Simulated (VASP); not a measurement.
Here is a VASP 6.6.1 calculation.

The input INCAR:

```
SYSTEM = Mo
PREC = Accurate ; ENCUT = 520
EDIFF = 1E-6 ; ISMEAR = -1
SIGMA = 0.05 ; LREAL = .FALSE.
LASPH = .TRUE. ; NELM = 60
ALGO = Normal ; ISIF = 2
LWAVE = .FALSE. ; LCHARG = .FALSE.
GGA = PE ; NBANDS = 13
```

Contents of KPOINTS:

```
regular mesh
0
G
  18 18 18
  0 0 0
```

POSCAR

```
Mo
1.0
   -1.5300218105      1.5300218105      1.5300218105
    1.5300218105     -1.5300218105      1.5300218105
    1.5300218105      1.5300218105     -1.5300218105
Mo
1
Direct
    0.0000000000      0.0000000000      0.0000000000
```

Potentials or basis: VASP PAW PBE potentials, release 64 (Mo_sv).

Run with:

```bash
$ cat potpaw_PBE.64/Mo_sv/POTCAR > POTCAR
$ mpirun -np 1 vasp_std > vasp.out
```

Q: What does it give for the band gap on the k mesh?

A: Zero (band 7 reaches 18.55 eV, above the bottom of band 8 at 12.50 eV).

Q: Estimate the pressure.

A: 31.8 GPa.
